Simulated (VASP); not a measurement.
Input of a VASP 6.6.1 run:

The input POSCAR:

```
Sb
1.0
   -1.8813588039      1.8813588039      1.8813588039
    1.8813588039     -1.8813588039      1.8813588039
    1.8813588039      1.8813588039     -1.8813588039
Sb
1
Direct
    0.0000000000      0.0000000000      0.0000000000
```

Contents of INCAR.step1:

```
PREC     = Accurate       # precision mode
ENCUT    = 550            # plane-wave cutoff, eV
ISMEAR   = -1             # smearing method
SIGMA    = 0.1            # smearing width, eV
LREAL    = F              # projectors in reciprocal space
LASPH    = T              # aspherical terms in the spheres
NELM     = 120            # most SCF steps
NBANDS   = 8              # bands
GGA      = PE             # functional
ALGO     = Normal         # electronic algorithm
EDIFF    = 1E-5           # SCF threshold, eV
LWAVE    = T              # write WAVECAR
LCHARG   = F              # write CHGCAR
GGA_COMPAT= F
```

File INCAR.step2:

```
PREC     = Accurate       # precision mode
ENCUT    = 550            # plane-wave cutoff, eV
EDIFF    = 1E-6           # SCF threshold, eV
ISMEAR   = -1             # smearing method
SIGMA    = 0.1            # smearing width, eV
LREAL    = F              # projectors in reciprocal space
LASPH    = T              # aspherical terms in the spheres
NELM     = 120            # most SCF steps
ALGO     = Normal         # electronic algorithm
ISIF     = 2              # what is computed and relaxed
LWAVE    = F              # write WAVECAR
LCHARG   = F              # write CHGCAR
METAGGA  = R2SCAN         # meta-GGA
LMIXTAU  = T            
NBANDS   = 8              # bands
ISTART   = 1            
GGA_COMPAT= F
```

KPOINTS

```
Automatic mesh
0
Gamma
  5 5 5
```

Potentials or basis: VASP PAW PBE potentials, release 64 (Sb).

Run with:

```bash
$ cat potpaw_PBE.64/Sb/POTCAR > POTCAR
$ cp INCAR.step1 INCAR
$ mpirun -np 1 vasp_std > vasp.out
$ cp INCAR.step2 INCAR
$ mpirun -np 1 vasp_std > vasp.out
```

(1) Estimate the pressure.

(2) Estimate the band gap on the k mesh.

Results:

(1) -0.1 GPa.

(2) zero (an odd number of electrons rules out a gap without spin polarisation).

Caveat: the k points lie up to 0.47 Å⁻¹ apart, too coarse for converged energies and pressures of a metal; the PAW data sets were made with another functional, which shifts forces and pressure a little; spin-orbit coupling is left out, which moves the levels of the heavy elements.
